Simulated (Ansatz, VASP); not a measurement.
Two plane-wave programs on Os

INCAR

```
ALGO = Normal
EDIFF = 1E-7
ENCUT = 520
ISIF = 2
ISMEAR = -1
ISPIN = 2
ISYM = 0
LASPH = T
LCHARG = F
LMAXMIX = 4
LORBIT = 11
LREAL = F
LWAVE = F
MAGMOM = 2
NBANDS = 14
NELM = 150
PREC = Accurate
SIGMA = 0.01
```

KPOINTS

```
k-points
0
Gamma
  1 1 1
```

The input POSCAR:

```
Os
1.0
   14.0000000000      0.0000000000      0.0000000000
    0.0000000000     14.4000000000      0.0000000000
    0.0000000000      0.0000000000     14.8000000000
Os
1
Direct
    0.5000000000      0.5000000000      0.5000000000
```

Input for Ansatz:

```yaml
crystal:
  lattice:
    - [14.0, 0.0, 0.0]
    - [0.0, 14.4, 0.0]
    - [0.0, 0.0, 14.8]
  atoms:
    - { symbol: Os, position: [0.5, 0.5, 0.5], spin: 2.0 }
  symmetry: { detect: false, time_reversal: true }
hamiltonian:
  xc: lda
  pseudopotentials:
    kind: paw
    azcp:
      Os: "pseudopotentials/Os.paw.azcp"
basis:
  ecutwfc: 420
  fft_grid_basis: typed
kpoints:
  mp_grid: { grid: [1, 1, 1], shift: [0, 0, 0] }
magnetization:
  spin_polarized: true
scf:
  occupations: { method: fermi_dirac, width: 0.01 }
```

Alike in both runs: task single point; functional LDA; k mesh 1 × 1 × 1; occupations fermi-dirac, width 0.01 eV; collinear spin.

|  | VASP | Ansatz |
| --- | --- | --- |
| version | VASP 6.6.1 | Ansatz 0.2.0 |
| potentials or method | VASP PAW LDA potentials, release 64 (Os), cutoff 520 eV | plane waves (420 eV) with PAW, scalar-relativistic |
| valence electrons in the cell | 8 | 16 |

|  | VASP | Ansatz | Ansatz less VASP |
| --- | --- | --- | --- |
| net moment per atom (μB) | 4.00 | 4.00 | 0.000 |
| size of the moment on the site where the two differ most (μB) | 3.74 | 4.00 | +0.257 |

Ansatz warns that its potentials were made for another functional, while VASP's fit it. LDA's correlation is that of Perdew and Zunger in VASP and of Perdew and Wang (1992) in Ansatz. Site moments also hang on the region over which each program counts them. VASP's potentials hold 8 valence electrons a cell and Ansatz's 16, so a difference there can come from the potentials and not from the codes. Ansatz's warnings: open shared shell at semilocal close.

Neither program's run includes spin-orbit coupling.
